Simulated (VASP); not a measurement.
**Fe: relaxation of cell and atoms with PBEsol+D3(BJ)**

The system is Fe.

```
Fe
1.0
    -1.44300    1.44300    1.44300
     1.44300   -1.44300    1.44300
     1.44300    1.44300   -1.44300
Fe
1
Direct
  0.00000 0.00000 0.00000
```

```yaml
Program: VASP 6.6.1
Task: relaxation of cell and atoms
Functional: PBEsol
Dispersion: D3(BJ)
Potentials_or_basis: VASP PAW PBE potentials, release 64 (Fe)
Cutoff: 600 eV
k_mesh: 13 × 13 × 13
Occupations: fermi-dirac, width 0.05 eV
Spin: collinear spin, ferromagnetic start
Starting_moments: "[3.0] μB"
Dipole_correction: no
Further_INCAR_settings: ALGO = Normal; EDIFF = 1e-06; IBRION = 2; EDIFFG = -0.01; NSW = 60; ISIF = 3
```

| Quantity | Value |
| --- | --- |
| Relaxed volume | 10.54 Å³/atom |
| Relaxed cell | a = 2.392 Å, b = 2.392 Å, c = 2.392 Å, α = 109.47°, β = 109.47°, γ = 109.47° |
| Space group after relaxing (to 0.05 Å) | Im-3m (No. 229) |
| Energy gained by relaxing | 118.6 meV/atom |
| Ionic steps | 7 |
| Pressure after relaxing | 0.0 GPa |
| Band gap on the k mesh | zero (filled and empty bands overlap) |
| Net moment | 2.03 μB per cell |
| Site moments | Fe +2.01 μB |
| Valence electrons inside the program's atomic spheres | Fe 7.44 |
| Dispersion energy per atom | -0.358 eV |

Step by step:
| step | energy change (eV) | largest force (eV/Å) | pressure (GPa) | volume (Å³) |
| --- | --- | --- | --- | --- |
| 1 | 0.0000 | 0.0000 | -21.89 | 12.02 |
| 2 | 0.0059 | 0.0000 | 37.50 | 9.38 |
| 3 | -0.1185 | 0.0000 | -0.81 | 10.58 |
| 4 | -0.1186 | 0.0000 | -0.19 | 10.55 |
| 5 | -0.1186 | 0.0000 | 0.46 | 10.52 |
| 6 | -0.1186 | 0.0000 | -0.45 | 10.56 |
| 7 | -0.1186 | 0.0000 | 0.01 | 10.54 |

Final structure:
```
Fe
1.0
    -1.38119    1.38119    1.38119
     1.38119   -1.38119    1.38119
     1.38119    1.38119   -1.38119
Fe
1
Cartesian
  0.0000 0.0000 0.0000
```

Levels at points of the mesh, in eV from the Fermi level:
Spin up:
```
           k point  band 1  band 2  band 3  band 4  band 5  band 6  band 7  band 8  band 9  band 10
(0.00, 0.00, 0.00)   -9.04   -2.51   -2.51   -2.51   -1.10   -1.10   25.59   25.59   25.59    31.20
```
Spin down:
```csv
k point,band 1,band 2,band 3,band 4,band 5,band 6,band 7
"(0.00, 0.00, 0.00)",-8.78,-0.75,-0.75,-0.75,1.42,1.42,25.52
```

Wall time 58 s on 1 thread of AMD EPYC 9R45 96-Core Processor (Zen 5) (shared host), peak memory 0.13 GiB.

Caveat: the PAW data sets were made with another functional, which shifts forces and pressure a little; the volume moved by -12 % from the deposited cell, more than functionals usually miss; pairwise dispersion overbinds metals, which lowers pressure and volume.
